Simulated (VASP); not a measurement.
Here is a VASP 6.6.1 calculation.

The input INCAR:

```
PREC = Accurate
ENCUT = 520
EDIFF = 1E-6
ISMEAR = 0
SIGMA = 0.15
LREAL = False
LASPH = True
NELM = 80
ALGO = Normal
ISIF = 2
LWAVE = False
LCHARG = False
NBANDS = 14
```

File KPOINTS:

```
regular mesh
0
Gamma
  12 12 12
```

Contents of POSCAR:

```
HfC
1.0
    0.0000000000      2.2863544598      2.2863544598
    2.2863544598      0.0000000000      2.2863544598
    2.2863544598      2.2863544598      0.0000000000
Hf C
1 1
Direct
    0.5000000000      0.5000000000      0.5000000000
    0.0000000000      0.0000000000      0.0000000000
```

Potentials or basis: VASP PAW LDA potentials, release 64 (Hf_pv, C).

Run with:

```bash
$ cat potpaw_LDA.64/Hf_pv/POTCAR potpaw_LDA.64/C/POTCAR > POTCAR
$ mpirun -np 1 vasp_std > vasp.out
```

(1) Predict the pressure.

(2) Estimate the band gap on the k mesh.

Answers

(1) 0.7 GPa.

(2) zero (band 7 reaches 7.30 eV, above the bottom of band 8 at 5.84 eV).

Caveat: spin-orbit coupling is left out, which moves the levels of the heavy elements.
